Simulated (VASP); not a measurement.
# Mg in VASP: single point with PBE+D3(BJ)

Aim: the single point of Mg with PBE+D3(BJ).

Program: VASP 6.6.1. These are calculated values, not measurements. Logs are shortened: lines on timing, memory, paths and dates and some standing lists are left out, and cuts for length are marked.

### 1 The cell of the first run

The cell holds a slab with vacuum, 3 atoms: a = 3.091 Å, b = 3.091 Å, c = 21.991 Å, α = 90.00°, β = 90.00°, γ = 120.00°.

### 2 Single point, PBE+D3(BJ)

Contents of INCAR:

```
SYSTEM = Mg
ALGO = Normal
DIPOL = 0.5 0.5 0.440
EDIFF = 1E-6
ENCUT = 520
GGA = PE
GGA_COMPAT = .False.
IDIPOL = 3
ISIF = 2
ISMEAR = 1
IVDW = 12
LASPH = .True.
LCHARG = .False.
LDIPOL = .True.
LREAL = .False.
LWAVE = .False.
NBANDS = 10
NELM = 120
NELMDL = -8
PREC = Accurate
SIGMA = 0.1
```

Contents of KPOINTS:

```
k-points
0
Gamma
  12 12 1
  0 0 0
```

Contents of POSCAR:

```
Mg
1.0
    3.0912747191      0.0000000000      0.0000000000
   -1.5456373596      2.6771224368      0.0000000000
    0.0000000000      0.0000000000     21.9906306536
Mg
3
Direct
    0.6666666667      0.3333333333      0.3183173830
    0.3333333333      0.6666666667      0.4400794870
    0.6666666667      0.3333333333      0.5611650093
```

Potentials or basis: VASP PAW PBE potentials, release 64 (Mg).

The run is started by

```sh
$ cat potpaw_PBE.64/Mg/POTCAR > POTCAR
$ mpirun -np 1 vasp_std > vasp.out
```

OUTCAR:

```text
SYSTEM = Mg
   EDIFF = 1E-6
   ENCUT = 520
   GGA = PE
   ISIF = 2
   ISMEAR = 1
   IVDW = 12
   LASPH = .True.
   LREAL = .False.
   NELM = 120
   NELMDL = -8
   PREC = Accurate
 IVDW          = 12

 ion  position               nearest neighbor table
   1  0.667  0.333  0.318-   2 3.22   2 3.22   2 3.22
   2  0.333  0.667  0.440-   3 3.21   3 3.21   3 3.21   1 3.22   1 3.22   1 3.22
   3  0.667  0.333  0.561-   2 3.21   2 3.21   2 3.21

  LATTYP: Found a hexagonal cell.
 ALAT       =     3.0912747191
 C/A-ratio  =     7.1137743008

  Lattice vectors:

 A1 = (   3.0912747191,   0.0000000000,   0.0000000000)
 A2 = (  -1.5456373596,   2.6771224368,   0.0000000000)
 A3 = (   0.0000000000,   0.0000000000,  21.9906306536)

Analysis of symmetry for initial positions (statically):
=====================================================================
 Subroutine PRICEL returns:
 Original cell was already a primitive cell.

 Routine SETGRP: Setting up the symmetry group for a
 hexagonal supercell.

 Subroutine GETGRP returns: Found  6 space group operations
 (whereof  6 operations were pure point group operations)
 out of a pool of 24 trial point group operations.

The static configuration has the point symmetry C_3v.

Analysis of symmetry for dynamics (positions and initial velocities):
=====================================================================
 Subroutine PRICEL returns:
 Original cell was already a primitive cell.

 Routine SETGRP: Setting up the symmetry group for a
 hexagonal supercell.

 Subroutine GETGRP returns: Found  6 space group operations
 (whereof  6 operations were pure point group operations)
 out of a pool of 24 trial point group operations.

The dynamic configuration has the point symmetry C_3v.

 Subroutine INISYM returns: Found  6 space group operations
 (whereof  6 operations are pure point group operations),
 and found     1 'primitive' translations

----------------------------------------------------------------------------------------

                                     Primitive cell

  volume of cell :     181.9883

  direct lattice vectors                    reciprocal lattice vectors
     3.091274719  0.000000000  0.000000000     0.323491146  0.186767700  0.000000000
    -1.545637360  2.677122437  0.000000000     0.000000000  0.373535400  0.000000000
     0.000000000  0.000000000 21.990630654     0.000000000  0.000000000  0.045473912

  length of vectors
     3.091274719  3.091274719 21.990630654     0.373535400  0.373535400  0.045473912

  position of ions in fractional coordinates (direct lattice)
     0.666666667  0.333333333  0.318317383
     0.333333333  0.666666667  0.440079487
     0.666666667  0.333333333  0.561165009

  ion indices of the primitive-cell ions
   primitive index   ion index
                 1           1
                 2           2
                 3           3

----------------------------------------------------------------------------------------

 KPOINTS: k-points

Automatic generation of k-mesh.
 Grid dimensions read from file:
 generate k-points for:   12   12    1

 Generating k-lattice:

  Cartesian coordinates                     Fractional coordinates (reciprocal lattice)
     0.026957595  0.015563975  0.000000000     0.083333333  0.000000000  0.000000000
     0.000000000  0.031127950  0.000000000     0.000000000  0.083333333  0.000000000
     0.000000000  0.000000000  0.045473912     0.000000000  0.000000000  1.000000000

  Length of vectors
     0.031127950  0.031127950  0.045473912

  Shift w.r.t. Gamma in fractional coordinates (k-lattice)
     0.000000000  0.000000000  0.000000000

 Subroutine IBZKPT returns following result:
 ===========================================

 Found     19 irreducible k-points:

 Following reciprocal coordinates:
            Coordinates               Weight
  0.000000  0.000000  0.000000      1.000000
  0.083333  0.000000  0.000000      6.000000
  0.166667 -0.000000  0.000000      6.000000
  0.250000  0.000000  0.000000      6.000000
  0.333333  0.000000  0.000000      6.000000
  0.416667  0.000000  0.000000      6.000000
[... 11 lines left out ...]
  0.333333  0.250000  0.000000     12.000000
  0.333333  0.333333  0.000000      2.000000
   k-points           NKPTS =     19   k-points in BZ     NKDIM =     19   number of bands    NBANDS=     10
   number of dos      NEDOS =    301   number of ions     NIONS =      3
   total plane-waves  NPLWV =  96768
   dimension x,y,z NGX =    24 NGY =   24 NGZ =  168
   dimension x,y,z NGXF=    48 NGYF=   48 NGZF=  336
   ions per type =               3
   NGX,Y,Z   is equivalent  to a cutoff of  12.91, 12.91, 12.70 a.u.
   NGXF,Y,Z  is equivalent  to a cutoff of  25.81, 25.81, 25.40 a.u.
 SYSTEM =  Mg
   PREC   = accura    normal or accurate (medium, high low for compatibility)
   ISTART =      0    job   : 0-new  1-cont  2-samecut
   ICHARG =      2    charge: 1-file 2-atom 10-const
   ISPIN  =      1    spin polarized calculation?
   LNONCOLLINEAR =      F non collinear calculations
   LSORBIT =      F    spin-orbit coupling
   LASPH  =      T    aspherical Exc in radial PAW
   ENCUT  =  520.0 eV  38.22 Ry    6.18 a.u.   5.75  5.75 40.89*2*pi/ulx,y,z
   NELM   =    120;   NELMIN=  2; NELMDL= -8     # of ELM steps
   EDIFF  = 0.1E-05   stopping-criterion for ELM
   LREAL  =      F    real-space projection
   EDIFFG = 0.1E-04   stopping-criterion for IOM
   NSW    =      0    number of steps for IOM
   IBRION =     -1    ionic relax: 0-MD 1-quasi-New 2-CG
   NFREE  =      0    steps in history (QN), initial steepest desc. (CG)
   ISIF   =      2    stress and relaxation
   ISYM   =      2    0-nonsym 1-usesym 2-fastsym
   POTIM  = 0.5000    time-step for ionic-motion
   TEBEG  =    0.0;   TEEND  =   0.0 temperature during run
   PSTRESS=    0.0 pullay stress
   NELECT =       6.0000    total number of electrons
   NUPDOWN=      -1.0000    fix difference up-down
   EMIN   =  10.00;   EMAX   =-10.00  energy-range for DOS
   EFERMI =   0.00;   METHOD = LEGACY
   ISMEAR =     1;   SIGMA  =   0.10  broadening in eV -4-tet -1-fermi 0-gaus
   EFERMI_NEDOS =   21; number of points for ismear=-14 and -15
   IALGO  =     38    algorithm
   IMIX   =      4    mixing-type and parameters
     AMIX     =   0.40;   BMIX     =  1.00
     AMIX_MAG =   1.60;   BMIX_MAG =  1.00
  volume/ion in A,a.u.               =      60.66       409.37
  Fermi-wavevector in a.u.,A,eV,Ry     =   0.524941  0.991995  3.749267  0.275563
  Thomas-Fermi vector in A             =   1.544932
   LORBIT       =      0    0 simple, 1 ext, 2 COOP (PROOUT), +10 PAW based schemes
   GGA     = PE    functional components
   LHFCALC =     F    Hartree Fock is set to
   AEXX    =    0.0000 exact exchange contribution
   IVDW    =    12    specifies the selected vdW correction
   LEPSILON=     F    determine dielectric tensor
   LRPA    =     F    only Hartree local field effects (RPA)
 non-spin polarized calculation
 Methfessel and Paxton  Order N= 1 SIGMA  =   0.10
  energy-cutoff  :      520.00
  volume of cell :      181.99
 maximum number of plane-waves:      4920
 NGX is ok and might be reduce to    24
   NGX = 11   NGY = 11   NGZ = 81

 dipolmoment           0.000000      0.000000     -0.000426 electrons x Angstroem

 number of electron       6.0000000 magnetization

 dipolmoment           0.000000      0.000000      0.000062 electrons x Angstroem

 Free energy of the ion-electron system (eV)
  ---------------------------------------------------
  ext. energy  EPLUGINS =         0.00000000
  ---------------------------------------------------
  free energy    TOTEN  =        -3.91572760 eV

  energy without entropy =       -3.91708662  energy(sigma->0) =       -3.91618061

 E-fermi :  -1.2890     XC(G=0):  -3.9163

 val. band max:       -1.3662086880   @ k =   0.3333   0.3333   0.0000
 cond. band min:      -1.2558061180   @ k =   0.5000   0.0000   0.0000
 fundamental gap:      0.1104025699
 Fermi energy:        -1.2890312855

 k-point     1 :       0.0000    0.0000    0.0000
  band No.  band energies     occupation
      1      -7.9927      2.00000
      2      -6.7338      2.00000
      3      -4.7639      2.00000
      4      -2.4661      2.00000
      5       0.0863     -0.00000
      6       1.7782      0.00000
      7       2.3213      0.00000
      8       3.5293      0.00000
      9       3.5596      0.00000
     10       5.8480      0.00000

 k-point     2 :       0.0833    0.0000    0.0000
  band No.  band energies     occupation
      1      -7.8469      2.00000
      2      -6.5892      2.00000
      3      -4.6199      2.00000
      4      -2.3296      2.00000
      5       0.2243     -0.00000
      6       1.9197      0.00000
      7       2.4651      0.00000
      8       3.6707      0.00000
      9       3.6990      0.00000
     10       5.9812      0.00000

 k-point     3 :       0.1667   -0.0000    0.0000
  band No.  band energies     occupation
      1      -7.4112      2.00000
      2      -6.1569      2.00000
      3      -4.1902      2.00000
      4      -1.9200      2.00000
      5       0.6340     -0.00000
      6       2.3408      0.00000
      7       2.8951      0.00000
      8       4.0896      0.00000
      9       4.1087      0.00000
     10       5.8281      0.00000
[... 183 lines left out ...]
 k-point    18 :       0.3333    0.2500    0.0000
  band No.  band energies     occupation
      1      -2.7734      2.00000
      2      -1.6149      2.00004
      3      -1.2033     -0.00656
      4       0.0726     -0.00000
      5       0.1072     -0.00000
      6       0.8694      0.00000
      7       1.9792      0.00000
      8       2.4331      0.00000
      9       2.6670      0.00000
     10       3.9450      0.00000

 k-point    19 :       0.3333    0.3333    0.0000
  band No.  band energies     occupation
      1      -1.4201      2.06891
      2      -1.3662      1.96494
      3      -1.1276     -0.04483
      4      -0.5433     -0.00000
      5      -0.2962     -0.00000
      6       0.9859      0.00000
      7       1.4278      0.00000
      8       2.4507      0.00000
      9       2.6890      0.00000
     10       3.9527      0.00000

------------------------ aborting loop because EDIFF is reached ----------------------------------------

 vacuum level on the upper side and lower side of the slab       (xc-potential included)        -0.105        -0.112

 Edisp (eV)   -0.63955

 E8    (eV) :    -0.2918

  FORCE on cell =-STRESS in cart. coord.  units (eV):
  Direction    XX          YY          ZZ          XY          YZ          ZX
  --------------------------------------------------------------------------------------
  -------------------------------------------------------------------------------------
  Total      -0.49035    -0.49035    -0.11518     0.00000    -0.00000    -0.00000
  in kB      -4.31693    -4.31693    -1.01400     0.00000    -0.00000    -0.00000
  external pressure =       -3.22 kB  Pullay stress =        0.00 kB

 VOLUME and BASIS-vectors are now :
 -----------------------------------------------------------------------------
  energy-cutoff  :      520.00
  volume of cell :      181.99
      direct lattice vectors                 reciprocal lattice vectors
     3.091274719  0.000000000  0.000000000     0.323491146  0.186767700  0.000000000
    -1.545637360  2.677122437  0.000000000     0.000000000  0.373535400  0.000000000
     0.000000000  0.000000000 21.990630654     0.000000000  0.000000000  0.045473912

 POSITION                                       TOTAL-FORCE (eV/Angst)
 -----------------------------------------------------------------------------------
      1.54564      0.89237      7.00000         0.000000      0.000000      0.030858
     -0.00000      1.78475      9.67763        -0.000000     -0.000000     -0.020787
      1.54564      0.89237     12.34037         0.000000     -0.000000     -0.010071
 -----------------------------------------------------------------------------------
    total drift:                                0.000000     -0.000000      0.000005

  FREE ENERGIE OF THE ION-ELECTRON SYSTEM (eV)
  ---------------------------------------------------
  free  energy   TOTEN  =        -4.5552786671 eV

  energy  without entropy=       -4.5566376879  energy(sigma->0) =       -4.55573167

 vacuum level on the upper side and lower side of the slab         2.424         2.417
```

It took 77 s on 1 thread of Intel Xeon 8259CL, shared host; peak memory 0.3 GiB.

Results:

```yaml
Free_energy: -4.5553 eV
Largest_force: 0.031 eV/Å
Band_gap_on_the_k_mesh: zero (band 3 reaches -1.10 eV, above the bottom of band 4 at -2.47 eV)
Dispersion_energy_per_atom: -0.213 eV
```

Forces on the atoms (eV/Å):
```
Mg   0.000  0.000  0.031
Mg   0.000  0.000 -0.021
Mg   0.000  0.000 -0.010
```
